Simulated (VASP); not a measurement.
# TaSb (rocksalt type) (Fm-3m) in VASP: further runs

The runs below take TaSb (rocksalt type) through single point, relaxation of cell and atoms, with LDA.

Everything below comes from runs of VASP 6.6.1. Logs are shortened: lines on timing, memory, paths and dates and some standing lists are left out, and cuts for length are marked.

### 1 The cell of the first run

The structure is cubic, space group Fm-3m (No. 225). The conventional cell has a = 5.542 Å, b = 5.542 Å, c = 5.542 Å, α = 90.00°, β = 90.00°, γ = 90.00°. Within 3.7 Å of Ta (site symmetry m-3m) lie 6 Sb at 2.77 Å. Sb (site symmetry m-3m) has 6 Ta at 2.77 Å within 3.7 Å.

### 2 Single point, LDA

The input, INCAR:

```
SYSTEM = TaSb
ALGO = Normal
EDIFF = 1E-7
ENCUT = 520
ISIF = 2
ISMEAR = -1
LASPH = .True.
LCHARG = .False.
LREAL = .False.
LWAVE = .False.
NBANDS = 15
NELM = 60
PREC = Accurate
SIGMA = 0.05
```

The input, KPOINTS:

```
k-points
0
Gamma
  13 13 13
  0 0 0
```

The input, POSCAR:

```
TaSb
1.0
    0.0000000000      2.7707539624      2.7707539624
    2.7707539624      0.0000000000      2.7707539624
    2.7707539624      2.7707539624      0.0000000000
Ta Sb
1 1
Direct
    0.0000000000      0.0000000000      0.0000000000
    0.5000000000      0.5000000000      0.5000000000
```

Potentials or basis: VASP PAW LDA potentials, release 64 (Ta_pv, Sb).

Started as:

```bash
> cat potpaw_LDA.64/Ta_pv/POTCAR potpaw_LDA.64/Sb/POTCAR > POTCAR
> mpirun -np 1 vasp_std > vasp.out
```

OUTCAR:

```text
SYSTEM = TaSb
   EDIFF = 1E-7
   ENCUT = 520
   ISIF = 2
   ISMEAR = -1
   LASPH = .True.
   LREAL = .False.
   NELM = 60
   PREC = Accurate

 ion  position               nearest neighbor table
   1  0.000  0.000  0.000-   2 2.77   2 2.77   2 2.77   2 2.77   2 2.77   2 2.77
   2  0.500  0.500  0.500-   1 2.77   1 2.77   1 2.77   1 2.77   1 2.77   1 2.77

  LATTYP: Found a face centered cubic cell.
 ALAT       =     5.5415079248

  Lattice vectors:

 A1 = (   0.0000000000,   2.7707539624,   2.7707539624)
 A2 = (   2.7707539624,   0.0000000000,   2.7707539624)
 A3 = (   2.7707539624,   2.7707539624,   0.0000000000)

Analysis of symmetry for initial positions (statically):
=====================================================================
 Subroutine PRICEL returns:
 Original cell was already a primitive cell.

 Routine SETGRP: Setting up the symmetry group for a
 face centered cubic supercell.

 Subroutine GETGRP returns: Found 48 space group operations
 (whereof 48 operations were pure point group operations)
 out of a pool of 48 trial point group operations.

The static configuration has the point symmetry O_h .

Analysis of symmetry for dynamics (positions and initial velocities):
=====================================================================
 Subroutine PRICEL returns:
 Original cell was already a primitive cell.

 Routine SETGRP: Setting up the symmetry group for a
 face centered cubic supercell.

 Subroutine GETGRP returns: Found 48 space group operations
 (whereof 48 operations were pure point group operations)
 out of a pool of 48 trial point group operations.

The dynamic configuration has the point symmetry O_h .

 Subroutine INISYM returns: Found 48 space group operations
 (whereof 48 operations are pure point group operations),
 and found     1 'primitive' translations

----------------------------------------------------------------------------------------

                                     Primitive cell

  volume of cell :      42.5426

  direct lattice vectors                    reciprocal lattice vectors
     0.000000000  2.770753962  2.770753962    -0.180456297  0.180456297  0.180456297
     2.770753962  0.000000000  2.770753962     0.180456297 -0.180456297  0.180456297
     2.770753962  2.770753962  0.000000000     0.180456297  0.180456297 -0.180456297

  length of vectors
     3.918437832  3.918437832  3.918437832     0.312559475  0.312559475  0.312559475

  position of ions in fractional coordinates (direct lattice)
     0.000000000  0.000000000  0.000000000
     0.500000000  0.500000000  0.500000000

  ion indices of the primitive-cell ions
   primitive index   ion index
                 1           1
                 2           2

----------------------------------------------------------------------------------------

 KPOINTS: k-points

Automatic generation of k-mesh.
 Grid dimensions read from file:
 generate k-points for:   13   13   13

 Generating k-lattice:

  Cartesian coordinates                     Fractional coordinates (reciprocal lattice)
    -0.013881254  0.013881254  0.013881254     0.076923077  0.000000000  0.000000000
     0.013881254 -0.013881254  0.013881254     0.000000000  0.076923077  0.000000000
     0.013881254  0.013881254 -0.013881254     0.000000000  0.000000000  0.076923077

  Length of vectors
     0.024043037  0.024043037  0.024043037

  Shift w.r.t. Gamma in fractional coordinates (k-lattice)
     0.000000000  0.000000000  0.000000000

 Subroutine IBZKPT returns following result:
 ===========================================

 Found     84 irreducible k-points:

 Following reciprocal coordinates:
            Coordinates               Weight
  0.000000  0.000000  0.000000      1.000000
  0.076923  0.000000  0.000000      8.000000
  0.153846  0.000000  0.000000      8.000000
  0.230769  0.000000  0.000000      8.000000
  0.307692  0.000000  0.000000      8.000000
  0.384615  0.000000  0.000000      8.000000
[... 16 lines left out ...]
  0.384615  0.153846  0.000000     24.000000
  0.461538  0.153846  0.000000     24.000000
 [... further k-points ...]
   k-points           NKPTS =     84   k-points in BZ     NKDIM =     84   number of bands    NBANDS=     15
   number of dos      NEDOS =    301   number of ions     NIONS =      2
   total plane-waves  NPLWV =  27000
   dimension x,y,z NGX =    30 NGY =   30 NGZ =   30
   dimension x,y,z NGXF=    60 NGYF=   60 NGZF=   60
   ions per type =               1   1
   NGX,Y,Z   is equivalent  to a cutoff of  12.73, 12.73, 12.73 a.u.
   NGXF,Y,Z  is equivalent  to a cutoff of  25.46, 25.46, 25.46 a.u.
 SYSTEM =  TaSb
   PREC   = accura    normal or accurate (medium, high low for compatibility)
   ISTART =      0    job   : 0-new  1-cont  2-samecut
   ICHARG =      2    charge: 1-file 2-atom 10-const
   ISPIN  =      1    spin polarized calculation?
   LNONCOLLINEAR =      F non collinear calculations
   LSORBIT =      F    spin-orbit coupling
   LASPH  =      T    aspherical Exc in radial PAW
   ENCUT  =  520.0 eV  38.22 Ry    6.18 a.u.   7.29  7.29  7.29*2*pi/ulx,y,z
   NELM   =     60;   NELMIN=  2; NELMDL= -5     # of ELM steps
   EDIFF  = 0.1E-06   stopping-criterion for ELM
   LREAL  =      F    real-space projection
   EDIFFG = 0.1E-05   stopping-criterion for IOM
   NSW    =      0    number of steps for IOM
   IBRION =     -1    ionic relax: 0-MD 1-quasi-New 2-CG
   NFREE  =      0    steps in history (QN), initial steepest desc. (CG)
   ISIF   =      2    stress and relaxation
   ISYM   =      2    0-nonsym 1-usesym 2-fastsym
   POTIM  = 0.5000    time-step for ionic-motion
   TEBEG  =    0.0;   TEEND  =   0.0 temperature during run
   PSTRESS=    0.0 pullay stress
   NELECT =      16.0000    total number of electrons
   NUPDOWN=      -1.0000    fix difference up-down
   EMIN   =  10.00;   EMAX   =-10.00  energy-range for DOS
   EFERMI =   0.00;   METHOD = LEGACY
   ISMEAR =    -1;   SIGMA  =   0.05  broadening in eV -4-tet -1-fermi 0-gaus
   EFERMI_NEDOS =   21; number of points for ismear=-14 and -15
   IALGO  =     38    algorithm
   IMIX   =      4    mixing-type and parameters
     AMIX     =   0.40;   BMIX     =  1.00
     AMIX_MAG =   1.60;   BMIX_MAG =  1.00
  volume/ion in A,a.u.               =      21.27       143.55
  Fermi-wavevector in a.u.,A,eV,Ry     =   1.181699  2.233087 18.999345  1.396412
  Thomas-Fermi vector in A             =   2.317967
   LORBIT       =      0    0 simple, 1 ext, 2 COOP (PROOUT), +10 PAW based schemes
   GGA     = CA    functional components
   LHFCALC =     F    Hartree Fock is set to
   AEXX    =    0.0000 exact exchange contribution
   IVDW    =     0    specifies the selected vdW correction
   LEPSILON=     F    determine dielectric tensor
   LRPA    =     F    only Hartree local field effects (RPA)
 non-spin polarized calculation
  energy-cutoff  :      520.00
  volume of cell :       42.54
 maximum number of plane-waves:      1164
 NGX is ok and might be reduce to    30
   NGX = 15   NGY = 15   NGZ = 15

 number of electron      16.0000001 magnetization

 Free energy of the ion-electron system (eV)
  ---------------------------------------------------
  ext. energy  EPLUGINS =         0.00000000
  ---------------------------------------------------
  free energy    TOTEN  =       -16.51698065 eV

  energy without entropy =      -16.50343991  energy(sigma->0) =      -16.51021028

 E-fermi :   8.5180     XC(G=0): -11.5745

 val. band max:        8.5104435446   @ k =  -0.3077   0.2308   0.0769
 cond. band min:       8.5412841092   @ k =   0.3077   0.1538   0.0000
 fundamental gap:      0.0308405646
 Fermi energy:         8.5179601813

 k-point     1 :       0.0000    0.0000    0.0000
  band No.  band energies     occupation
      1     -26.6097      2.00000
      2     -26.6097      2.00000
      3     -26.6097      2.00000
      4      -4.2697      2.00000
      5       7.2168      2.00000
      6       7.2168      2.00000
      7       7.2168      2.00000
      8       7.9003      1.99999
      9       7.9003      1.99999
     10       9.1109      0.00001
     11       9.1109      0.00001
     12       9.1109      0.00001
     13      13.7051      0.00000
     14      14.8824      0.00000
     15      20.2050      0.00000

 k-point     2 :       0.0769    0.0000    0.0000
  band No.  band energies     occupation
      1     -26.6140      2.00000
      2     -26.6097      2.00000
      3     -26.6097      2.00000
      4      -4.1727      2.00000
      5       6.8319      2.00000
      6       7.0844      2.00000
      7       7.0844      2.00000
      8       7.5398      2.00000
      9       7.5398      2.00000
     10       8.9814      0.00019
     11       9.7917      0.00000
     12       9.7917      0.00000
     13      14.2321      0.00000
     14      15.0834      0.00000
     15      19.0100      0.00000

 k-point     3 :       0.1538    0.0000    0.0000
  band No.  band energies     occupation
      1     -26.6257      2.00000
      2     -26.6097      2.00000
      3     -26.6097      2.00000
      4      -3.8863      2.00000
      5       5.8444      2.00000
      6       6.3950      2.00000
      7       6.3950      2.00000
      8       7.6312      2.00000
      9       7.6312      2.00000
     10       8.8228      0.00449
     11      10.9366      0.00000
     12      10.9366      0.00000
     13      15.1941      0.00000
     14      15.6170      0.00000
     15      17.8888      0.00000

 k-point     4 :       0.2308    0.0000    0.0000
  band No.  band energies     occupation
      1     -26.6422      2.00000
      2     -26.6097      2.00000
      3     -26.6097      2.00000
      4      -3.4257      2.00000
      5       4.6056      2.00000
      6       5.7075      2.00000
      7       5.7075      2.00000
      8       7.9452      1.99998
      9       7.9452      1.99998
     10       8.7827      0.00998
     11      12.1566      0.00000
     12      12.1566      0.00000
     13      14.7227      0.00000
     14      16.8509      0.00000
     15      17.4572      0.00000
[... 307 lines left out ...]
 k-point    22 :       0.3077    0.1538    0.0000
  band No.  band energies     occupation
      1     -26.6474      2.00000
      2     -26.6183      2.00000
      3     -26.6150      2.00000
      4      -3.0032      2.00000
      5       3.7833      2.00000
      6       5.3306      2.00000
      7       5.8660      2.00000
      8       7.3698      2.00000
      9       8.5413      0.77090
     10       9.5028      0.00000
     11      11.1707      0.00000
     12      12.6595      0.00000
     13      14.3594      0.00000
     14      16.1292      0.00000
     15      17.4743      0.00000

 k-point    23 :       0.3846    0.1538    0.0000
  band No.  band energies     occupation
      1     -26.6621      2.00000
      2     -26.6180      2.00000
      3     -26.6164      2.00000
      4      -2.4429      2.00000
      5       2.9636      2.00000
      6       4.7918      2.00000
      7       5.3740      2.00000
      8       7.7484      2.00000
      9       8.9205      0.00064
     10       9.4023      0.00000
     11      11.7859      0.00000
     12      12.9213      0.00000
     13      14.1919      0.00000
     14      15.6618      0.00000
     15      17.1854      0.00000

 k-point    24 :       0.4615    0.1538    0.0000
  band No.  band energies     occupation
      1     -26.6727      2.00000
      2     -26.6189      2.00000
      3     -26.6164      2.00000
      4      -1.8813      2.00000
      5       2.1922      2.00000
      6       4.4899      2.00000
      7       4.9999      2.00000
      8       8.1695      1.99812
      9       9.1584      0.00001
     10       9.3506      0.00000
     11      12.3396      0.00000
     12      12.4384      0.00000
     13      14.0339      0.00000
     14      16.0535      0.00000
     15      17.1549      0.00000

 [... further k-points ...]

------------------------ aborting loop because EDIFF is reached ----------------------------------------

  FORCE on cell =-STRESS in cart. coord.  units (eV):
  Direction    XX          YY          ZZ          XY          YZ          ZX
  --------------------------------------------------------------------------------------
  -------------------------------------------------------------------------------------
  Total        0.1608761      0.1608761      0.1608761      0.0000000      0.0000000      0.0000000
  in kB        6.0586842      6.0586842      6.0586842      0.0000000      0.0000000      0.0000000
  external PRESSURE =       6.0586842 kB  Pullay stress =       0.0000000 kB

 VOLUME and BASIS-vectors are now :
 -----------------------------------------------------------------------------
  energy-cutoff  :      520.00
  volume of cell :       42.54
      direct lattice vectors                 reciprocal lattice vectors
     0.000000000  2.770753962  2.770753962    -0.180456297  0.180456297  0.180456297
     2.770753962  0.000000000  2.770753962     0.180456297 -0.180456297  0.180456297
     2.770753962  2.770753962  0.000000000     0.180456297  0.180456297 -0.180456297

 POSITION                                       TOTAL-FORCE (eV/Angst)
 -----------------------------------------------------------------------------------
      0.00000      0.00000      0.00000         0.000000      0.000000      0.000000
      2.77075      2.77075      2.77075        -0.000000     -0.000000      0.000000
 -----------------------------------------------------------------------------------
    total drift:                               -0.000000      0.000000      0.000000

  FREE ENERGIE OF THE ION-ELECTRON SYSTEM (eV)
  ---------------------------------------------------
  free  energy   TOTEN  =       -16.5169806486 eV

  energy  without entropy=      -16.5034399145  energy(sigma->0) =      -16.51021028
```

It took 20 s on 1 thread of Intel Xeon 6975P-C (Granite Rapids), shared host; peak memory 0.19 GiB.

What came out:

| Quantity | Value |
| --- | --- |
| Free energy | -16.5170 eV |
| Pressure | 0.6 GPa |
| Band gap on the k mesh | zero (bands 8 and 9 overlap by 1.48 eV) |

Caveat: spin-orbit coupling is left out, which moves the levels of the heavy elements.

### 3 Relaxation of cell and atoms, LDA

This run uses another cell than the first one, of 22.62 Å³/atom.

The input, INCAR:

```
SYSTEM = TaSb
PREC = Accurate
ENCUT = 600
EDIFF = 1E-6
ISMEAR = -1
SIGMA = 0.05
LREAL = .FALSE.
LASPH = .TRUE.
NELM = 100
ALGO = Normal
ISIF = 3
LWAVE = .FALSE.
LCHARG = .FALSE.
GGA = CA
IBRION = 2
NSW = 60
EDIFFG = -0.005
```

The input, KPOINTS:

```
regular mesh
0
G
  13 13 13
  0 0 0
```

The input, POSCAR:

```
TaSb
1.0
    0.0000000000      2.8280429418      2.8280429418
    2.8280429418      0.0000000000      2.8280429418
    2.8280429418      2.8280429418      0.0000000000
Ta Sb
1 1
Direct
    0.0000000000      0.0000000000      0.0000000000
    0.5000000000      0.5000000000      0.5000000000
```

Potentials or basis: VASP PAW LDA potentials, release 64 (Ta_pv, Sb).

Started as:

```bash
> cat potpaw_LDA.64/Ta_pv/POTCAR potpaw_LDA.64/Sb/POTCAR > POTCAR
> mpirun -np 1 vasp_std > vasp.out
```

It took 38 s on 1 thread of Intel Xeon 6975P-C (Granite Rapids), shared host; peak memory 0.21 GiB.

Results (log left out):

```yaml
Free_energy: -16.5176 eV
Relaxed_volume: 21.37 Å³/atom
Relaxed_cell: a = 3.924 Å, b = 3.924 Å, c = 3.924 Å, α = 60.00°, β = 60.00°, γ = 60.00°
Space_group_after_relaxing_to_0.1_Å: Fm-3m (No. 225)
Energy_gained_by_relaxing: 28.1 meV/atom
Ionic_steps: 4
Pressure_after_relaxing: 0.0 GPa
Band_gap_on_the_k_mesh: zero (bands 8 and 9 overlap by 1.47 eV)
```

The path:
```
step  energy change (eV)  largest force (eV/Å)  pressure (GPa)  volume (Å³)
   1              0.0000                0.0000           -6.85        45.24
   2              0.0893                0.0000           14.27        39.20
   3             -0.0563                0.0000           -0.18        42.79
   4             -0.0563                0.0000           -0.03        42.74
```

Final structure:
```
Ta Sb
1.0
     0.00000    2.77502    2.77502
     2.77502    0.00000    2.77502
     2.77502    2.77502    0.00000
Ta Sb
1 1
Direct
  0.00000 0.00000 0.00000
  0.50000 0.50000 0.50000
```

Levels at points of the mesh, in eV from the Fermi level:
```csv
k point,band 6,band 7,band 8,band 9,band 10,band 11
"(0.00, 0.00, 0.00)",-1.29,-1.29,-0.62,-0.62,0.58,0.58
```

Caveat: spin-orbit coupling is left out, which moves the levels of the heavy elements.

### 4 Single point, LDA

This run uses another cell than the first one, of 14.89 Å³/atom.

The input, INCAR:

```
PREC = Accurate
ENCUT = 520
EDIFF = 1E-6
ISMEAR = -1
SIGMA = 0.05
LREAL = False
LASPH = True
NELM = 80
ALGO = Normal
ISIF = 2
LWAVE = False
LCHARG = False
GGA = CA
ISYM = 0
NBANDS = 15
```

The input, KPOINTS:

```
Automatic mesh
0
Gamma
  13 13 13
  0.5 0.5 0.5
```

The input, POSCAR:

```
TaSb
1.0
    0.0000000000      2.4601635310      2.4601635310
    2.4601635310      0.0000000000      2.4601635310
    2.4601635310      2.4601635310      0.0000000000
Ta Sb
1 1
Direct
    0.0000000000      0.0000000000      0.0000000000
    0.5000000000      0.5000000000      0.5000000000
```

Started as:

```bash
> cat potpaw_LDA.64/Ta_pv/POTCAR potpaw_LDA.64/Sb/POTCAR > POTCAR
> mpirun -np 1 vasp_std > vasp.out
```

Wall time 12 min (1 thread of Intel Xeon 6975P-C (Granite Rapids), shared host); peak memory 2 GiB.

The run converged. Its results:

```
Free energy            : -13.3434 eV
Pressure               : 108.0 GPa
Band gap on the k mesh : zero (bands 8 and 9 overlap by 2.08 eV)
```

Levels at points of the mesh, in eV from the Fermi level:
| k point | band 6 | band 7 | band 8 | band 9 | band 10 | band 11 |
| --- | --- | --- | --- | --- | --- | --- |
| (0.50, 0.50, 0.50) | -5.42 | -5.42 | 0.61 | 0.61 | 1.53 | 3.96 |
| (0.50, 0.00, 0.00) | -5.42 | -5.42 | 0.61 | 0.61 | 1.53 | 3.96 |
| (0.00, 0.00, 0.50) | -5.42 | -5.42 | 0.61 | 0.61 | 1.53 | 3.96 |
| (0.00, 0.50, 0.00) | -5.42 | -5.42 | 0.61 | 0.61 | 1.53 | 3.96 |

Caveat: the cell stands under pressure; spin-orbit coupling is left out, which moves the levels of the heavy elements.

### 5 Summary

| task | cell | k mesh | cutoff (eV) | gap on the mesh (eV) | pressure (GPa) |
| --- | --- | --- | --- | --- | --- |
| single point | a = 3.918 Å, angles 60.0°, 2 atoms | 13 × 13 × 13 | 520 | none | 0.6 |
| relaxation of cell and atoms | relaxed from a = 3.999 Å, angles 60.0°, 2 atoms | 13 × 13 × 13 | 600 | none | 0.0 |
| single point | a = 3.479 Å, angles 60.0°, 2 atoms | 13 × 13 × 13, shifted | 520 | none | 108.0 |

Alike in all rows: level LDA; potentials or basis VASP PAW LDA potentials, release 64 (Ta_pv, Sb); no spin polarisation; smearing fermi-dirac 0.05 eV.

Caveats: spin-orbit coupling is left out, which moves the levels of the heavy elements; the cell stands under pressure (at least some runs).

Total energies depend on the potentials used, so only differences within one code and one set of settings carry meaning.
